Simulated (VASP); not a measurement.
# Hg3Se2S (P2) in VASP: single point with PBE+D3(BJ)

Aim: the single point of Hg3Se2S with PBE+D3(BJ).

Everything below comes from runs of VASP 6.6.1. Logs are shortened: lines on timing, memory, paths and dates and some standing lists are left out, and cuts for length are marked.

## (1) The cell of the first run

The structure is monoclinic, space group P2 (No. 3). Conventional cell: a = 6.934 Å, b = 3.984 Å, c = 9.822 Å, α = 90.00°, β = 90.06°, γ = 90.00°. Within 3.5 Å of Hg (site symmetry 1) lie 1 S at 2.67 Å and 5 Se at 2.78 to 2.96 Å. Hg (site symmetry 1) has 2 S at 2.73 to 2.93 Å and 4 Se at 2.79 to 3.01 Å within 3.6 Å. Hg (site symmetry 2) has 4 S at 2.73 to 2.78 Å and 2 Se at 2.92 Å within 3.6 Å. Within 3.6 Å of Hg (site symmetry 2) lie 4 Se at 2.75 to 2.76 Å and 2 S at 2.99 Å. S (site symmetry 1) has 6 Hg at 2.67 to 2.99 Å within 3.5 Å. Within 3.6 Å of Se (site symmetry 1) lie 6 Hg at 2.75 to 2.96 Å. Within 4.2 Å of Se (site symmetry 2) lie 6 Hg at 2.78 to 2.89 Å and 4 S at 3.84 to 4.06 Å and 8 Se at 3.96 to 4.12 Å. Se (site symmetry 2) has 6 Hg at 2.81 to 3.01 Å within 3.7 Å.

## (2) Single point, PBE+D3(BJ)

Contents of INCAR:

```
PREC = Accurate
ENCUT = 520
EDIFF = 1E-7
ISMEAR = 0
SIGMA = 0.1
LREAL = F
LASPH = T
NELM = 100
ALGO = Normal
ISIF = 2
LWAVE = F
LCHARG = T
GGA = PE
IVDW = 12
LELF = T
LVHAR = T
NBANDS = 66
```

Contents of KPOINTS:

```
regular mesh
0
Gamma
  6 4 2
```

Contents of POSCAR:

```
Hg3Se2S
1.0
    1.9917705564      3.4498477979      0.0000000000
   -6.0048924998      3.4669263039      0.0036295257
   -0.0041617398      0.0024027816      9.8215444250
Hg S Se
6 2 4
Direct
    0.1754028684      0.8327650730      0.3319596144
    0.6776520940      0.3191077170      0.3262919737
    0.1754028684      0.1672349270      0.6680403856
    0.6776520940      0.6808922830      0.6737080263
    0.6508549355      0.0000000000      0.0000000000
    0.1526806140      0.5000000000      0.0000000000
    0.1414115869      0.8611864136      0.8330834112
    0.1414115869      0.1388135864      0.1669165888
    0.6496531006      0.3520025896      0.8368341348
    0.6496531006      0.6479974104      0.1631658652
    0.6952001058      0.0000000000      0.5000000000
    0.2130250448      0.5000000000      0.5000000000
```

Potentials or basis: VASP PAW PBE potentials, release 64 (Hg, S, Se).

Started as:

```bash
$ cat potpaw_PBE.64/Hg/POTCAR potpaw_PBE.64/S/POTCAR potpaw_PBE.64/Se/POTCAR > POTCAR
$ mpirun -np 1 vasp_std > vasp.out
```

OUTCAR:

```text
PREC = Accurate
   ENCUT = 520
   EDIFF = 1E-7
   ISMEAR = 0
   LREAL = F
   LASPH = T
   NELM = 100
   ISIF = 2
   GGA = PE
   IVDW = 12
 IVDW          = 12

 ion  position               nearest neighbor table
   1  0.175  0.833  0.332-   8 2.67  11 2.78  10 2.82  12 2.84  11 2.89  10 2.96
   2  0.678  0.319  0.326-   8 2.73  10 2.79  11 2.79  12 2.81   8 2.93  12 3.01
   3  0.175  0.167  0.668-   7 2.67  11 2.78   9 2.82  12 2.84  11 2.89   9 2.96
   4  0.678  0.681  0.674-   7 2.73   9 2.79  11 2.79  12 2.81   7 2.93  12 3.01
   5  0.651  0.000  0.000-   8 2.73   7 2.73   7 2.78   8 2.78  10 2.92   9 2.92
   6  0.153  0.500  0.000-  10 2.75   9 2.75   9 2.76  10 2.76   8 2.99   7 2.99
   7  0.141  0.861  0.833-   3 2.67   4 2.73   5 2.73   5 2.78   4 2.93   6 2.99
   8  0.141  0.139  0.167-   1 2.67   2 2.73   5 2.73   5 2.78   2 2.93   6 2.99
   9  0.650  0.352  0.837-   6 2.75   6 2.76   4 2.79   3 2.82   5 2.92   3 2.96
  10  0.650  0.648  0.163-   6 2.75   6 2.76   2 2.79   1 2.82   5 2.92   1 2.96
  11  0.695  0.000  0.500-   3 2.78   1 2.78   4 2.79   2 2.79   1 2.89   3 2.89
  12  0.213  0.500  0.500-   4 2.81   2 2.81   3 2.84   1 2.84   2 3.01   4 3.01

  LATTYP: Found a simple monoclinic cell.
 ALAT       =     6.9338535537
 B/A-ratio  =     0.5745060924
 C/A-ratio  =     1.4164627973
 COS(beta)  =    -0.0010127378

  Lattice vectors:

 A1 = (  -6.0048924998,   3.4669263039,   0.0036295257)
 A2 = (   1.9917705564,   3.4498477979,   0.0000000000)
 A3 = (   0.0041617398,  -0.0024027816,  -9.8215444250)

Analysis of symmetry for initial positions (statically):
=====================================================================
 Subroutine PRICEL returns:
 Original cell was already a primitive cell.

 Routine SETGRP: Setting up the symmetry group for a
 simple monoclinic supercell.

 Subroutine GETGRP returns: Found  2 space group operations
 (whereof  2 operations were pure point group operations)
 out of a pool of  4 trial point group operations.

The static configuration has the point symmetry C_2 .

Analysis of symmetry for dynamics (positions and initial velocities):
=====================================================================
 Subroutine PRICEL returns:
 Original cell was already a primitive cell.

 Routine SETGRP: Setting up the symmetry group for a
 simple monoclinic supercell.

 Subroutine GETGRP returns: Found  2 space group operations
 (whereof  2 operations were pure point group operations)
 out of a pool of  4 trial point group operations.

The dynamic configuration has the point symmetry C_2 .

 Subroutine INISYM returns: Found  2 space group operations
 (whereof  2 operations are pure point group operations),
 and found     1 'primitive' translations

----------------------------------------------------------------------------------------

                                     Primitive cell

  volume of cell :     271.2836

  direct lattice vectors                    reciprocal lattice vectors
     1.991770556  3.449847798  0.000000000     0.125516465  0.217400895 -0.000000000
    -6.004892500  3.466926304  0.003629526    -0.124898188  0.072110002 -0.000070565
    -0.004161740  0.002402782  9.821544425     0.000046156 -0.000026648  0.101817007

  length of vectors
     3.983541110  6.933853554  9.821545601     0.251032931  0.144220022  0.101817021

  position of ions in fractional coordinates (direct lattice)
     0.175402868  0.832765073  0.331959614
     0.677652094  0.319107717  0.326291974
     0.175402868  0.167234927  0.668040386
     0.677652094  0.680892283  0.673708026
     0.650854935  0.000000000  0.000000000
     0.152680614  0.500000000  1.000000000
     0.141411587  0.861186414  0.833083411
     0.141411587  0.138813586  0.166916589
     0.649653101  0.352002590  0.836834135
     0.649653101  0.647997410  0.163165865
     0.695200106  0.000000000  0.500000000
     0.213025045  0.500000000  0.500000000

  ion indices of the primitive-cell ions
   primitive index   ion index
                 1           1
                 2           2
                 3           3
                 4           4
                 5           5
                 6           6
                 7           7
                 8           8
                 9           9
                10          10
                11          11
                12          12

----------------------------------------------------------------------------------------

 KPOINTS: regular mesh

Automatic generation of k-mesh.
 Grid dimensions read from file:
 generate k-points for:    6    4    2

 Generating k-lattice:

  Cartesian coordinates                     Fractional coordinates (reciprocal lattice)
     0.020919411  0.036233483 -0.000000000     0.166666667 -0.000000000 -0.000000000
    -0.031224547  0.018027501 -0.000017641     0.000000000  0.250000000  0.000000000
     0.000023078 -0.000013324  0.050908503     0.000000000 -0.000000000  0.500000000

  Length of vectors
     0.041838822  0.036055006  0.050908510

  Shift w.r.t. Gamma in fractional coordinates (k-lattice)
     0.000000000  0.000000000  0.000000000

 Subroutine IBZKPT returns following result:
 ===========================================

 Found     24 irreducible k-points:

 Following reciprocal coordinates:
            Coordinates               Weight
  0.000000  0.000000  0.000000      1.000000
  0.166667 -0.000000  0.000000      2.000000
  0.333333  0.000000  0.000000      2.000000
  0.500000  0.000000  0.000000      1.000000
  0.000000  0.250000  0.000000      2.000000
  0.166667  0.250000  0.000000      4.000000
[... 16 lines left out ...]
  0.333333  0.500000  0.500000      2.000000
  0.500000  0.500000  0.500000      1.000000
   k-points           NKPTS =     24   k-points in BZ     NKDIM =     24   number of bands    NBANDS=     66
   number of dos      NEDOS =    301   number of ions     NIONS =     12
   total plane-waves  NPLWV = 129600
   dimension x,y,z NGX =    30 NGY =   54 NGZ =   80
   dimension x,y,z NGXF=    60 NGYF=  108 NGZF=  160
   ions per type =               6   2   4
   NGX,Y,Z   is equivalent  to a cutoff of  12.52, 12.95, 13.54 a.u.
   NGXF,Y,Z  is equivalent  to a cutoff of  25.04, 25.89, 27.08 a.u.
 SYSTEM =  unknown system
   PREC   = accura    normal or accurate (medium, high low for compatibility)
   ISTART =      0    job   : 0-new  1-cont  2-samecut
   ICHARG =      2    charge: 1-file 2-atom 10-const
   ISPIN  =      1    spin polarized calculation?
   LNONCOLLINEAR =      F non collinear calculations
   LSORBIT =      F    spin-orbit coupling
   LASPH  =      T    aspherical Exc in radial PAW
   ENCUT  =  520.0 eV  38.22 Ry    6.18 a.u.   7.41 12.89 18.26*2*pi/ulx,y,z
   NELM   =    100;   NELMIN=  2; NELMDL= -5     # of ELM steps
   EDIFF  = 0.1E-06   stopping-criterion for ELM
   LREAL  =      F    real-space projection
   EDIFFG = 0.1E-05   stopping-criterion for IOM
   NSW    =      0    number of steps for IOM
   IBRION =     -1    ionic relax: 0-MD 1-quasi-New 2-CG
   NFREE  =      0    steps in history (QN), initial steepest desc. (CG)
   ISIF   =      2    stress and relaxation
   ISYM   =      2    0-nonsym 1-usesym 2-fastsym
   POTIM  = 0.5000    time-step for ionic-motion
   TEBEG  =    0.0;   TEEND  =   0.0 temperature during run
   PSTRESS=    0.0 pullay stress
   NELECT =     108.0000    total number of electrons
   NUPDOWN=      -1.0000    fix difference up-down
   EMIN   =  10.00;   EMAX   =-10.00  energy-range for DOS
   EFERMI =   0.00;   METHOD = LEGACY
   ISMEAR =     0;   SIGMA  =   0.10  broadening in eV -4-tet -1-fermi 0-gaus
   EFERMI_NEDOS =   21; number of points for ismear=-14 and -15
   IALGO  =     38    algorithm
   IMIX   =      4    mixing-type and parameters
     AMIX     =   0.40;   BMIX     =  1.00
     AMIX_MAG =   1.60;   BMIX_MAG =  1.00
  volume/ion in A,a.u.               =      22.61       152.56
  Fermi-wavevector in a.u.,A,eV,Ry     =   1.204319  2.275833 19.733677  1.450384
  Thomas-Fermi vector in A             =   2.340047
   LORBIT       =      0    0 simple, 1 ext, 2 COOP (PROOUT), +10 PAW based schemes
   GGA     = PE    functional components
   LHFCALC =     F    Hartree Fock is set to
   AEXX    =    0.0000 exact exchange contribution
   IVDW    =    12    specifies the selected vdW correction
   LEPSILON=     F    determine dielectric tensor
   LRPA    =     F    only Hartree local field effects (RPA)
 non-spin polarized calculation
 Gauss-broadening in eV      SIGMA  =   0.10
  energy-cutoff  :      520.00
  volume of cell :      271.28
 maximum number of plane-waves:      7355
 NGX is ok and might be reduce to    30
   NGX = 15   NGY = 25   NGZ = 37

 number of electron     107.9999992 magnetization

 Free energy of the ion-electron system (eV)
  ---------------------------------------------------
  ext. energy  EPLUGINS =         0.00000000
  ---------------------------------------------------
  free energy    TOTEN  =       -23.33218185 eV

  energy without entropy =      -23.30483200  energy(sigma->0) =      -23.31850693

 E-fermi :   3.1726     XC(G=0): -10.3209

 val. band max:        3.1608910856   @ k =   0.0000   0.5000   0.5000
 cond. band min:       3.1977802239   @ k =  -0.0000   0.2500   0.5000
 fundamental gap:      0.0368891384
 Fermi energy:         3.1726017067

 k-point     1 :       0.0000    0.0000    0.0000
  band No.  band energies     occupation
      1     -10.4498      2.00000
      2      -9.7741      2.00000
      3      -9.7093      2.00000
      4      -9.4277      2.00000
      5      -9.2737      2.00000
      6      -9.1008      2.00000
[... 58 lines left out ...]
     65       9.0990      0.00000
     66       9.2991      0.00000

 k-point     2 :       0.1667   -0.0000    0.0000
  band No.  band energies     occupation
      1     -10.2997      2.00000
      2      -9.7135      2.00000
      3      -9.6750      2.00000
      4      -9.3789      2.00000
      5      -9.2224      2.00000
      6      -9.0909      2.00000
[... 1576 lines left out ...]
     65       8.3659      0.00000
     66       8.3807      0.00000

------------------------ aborting loop because EDIFF is reached ----------------------------------------

 Edisp (eV)   -4.86207

 E8    (eV) :    -2.0903

  FORCE on cell =-STRESS in cart. coord.  units (eV):
  Direction    XX          YY          ZZ          XY          YZ          ZX
  --------------------------------------------------------------------------------------
  -------------------------------------------------------------------------------------
  Total       0.56408     0.47991     0.42879    -0.07290    -0.03112     0.05390
  in kB       3.33143     2.83429     2.53242    -0.43054    -0.18378     0.31832
  external pressure =        2.90 kB  Pullay stress =        0.00 kB

 VOLUME and BASIS-vectors are now :
 -----------------------------------------------------------------------------
  energy-cutoff  :      520.00
  volume of cell :      271.28
      direct lattice vectors                 reciprocal lattice vectors
     1.991770556  3.449847798  0.000000000     0.125516465  0.217400895 -0.000000000
    -6.004892500  3.466926304  0.003629526    -0.124898188  0.072110002 -0.000070565
    -0.004161740  0.002402782  9.821544425     0.000046156 -0.000026648  0.101817007

 POSITION                                       TOTAL-FORCE (eV/Angst)
 -----------------------------------------------------------------------------------
     -4.65268      3.49305      3.26338         0.026164     -0.039057      0.003348
     -0.56784      3.44490      3.20585        -0.044197      0.012856     -0.007964
     -0.65765      1.18651      6.56180        -0.046906      0.003130     -0.003348
     -2.74176      4.70002      6.61932         0.033232     -0.031848      0.007964
      1.29635      2.24535      0.00000         0.005012      0.008681      0.000000
     -2.69834      2.26019      0.00181         0.007941      0.013755      0.000000
     -4.89314      3.47552      8.18529         0.018606     -0.002714      0.006896
     -0.55260      0.96951      1.63988        -0.011653      0.014757     -0.006896
     -0.82326      3.46358      8.22028         0.034115      0.028824     -0.007158
     -2.59787      4.48816      1.60489         0.007904      0.043957      0.007158
      1.38260      2.39954      4.91077        -0.022020     -0.038140      0.000000
     -2.58023      2.46957      4.91259        -0.008199     -0.014201      0.000000
 -----------------------------------------------------------------------------------
    total drift:                               -0.000048     -0.000082      0.000000

  FREE ENERGIE OF THE ION-ELECTRON SYSTEM (eV)
  ---------------------------------------------------
  free  energy   TOTEN  =       -28.1942540674 eV

  energy  without entropy=      -28.1669042235  energy(sigma->0) =      -28.18057915
```

Run time: 8.6 min. Hardware: 1 thread of Intel Xeon Platinum 8259CL at 2.50GHz (Skylake/Cascade Lake), shared host; peak memory 0.57 GiB.

Results:

```
Free energy                : -28.1943 eV
Pressure                   : 0.3 GPa
Largest force              : 0.047 eV/Å
Band gap on the k mesh     : zero (bands 54 and 55 overlap by 0.78 eV)
Dispersion energy per atom : -0.405 eV
```

Forces in eV/Å, atoms in the order of the input:
```
Hg   0.026 -0.039  0.003
Hg  -0.044  0.013 -0.008
Hg  -0.047  0.003 -0.003
Hg   0.033 -0.032  0.008
Hg   0.005  0.009  0.000
Hg   0.008  0.014  0.000
S    0.019 -0.003  0.007
S   -0.012  0.015 -0.007
Se   0.034  0.029 -0.007
Se   0.008  0.044  0.007
Se  -0.022 -0.038  0.000
Se  -0.008 -0.014  0.000
```

Caveat: semilocal functionals underestimate gaps, so a narrow gap can read as zero; spin-orbit coupling is left out, which moves the levels of the heavy elements.
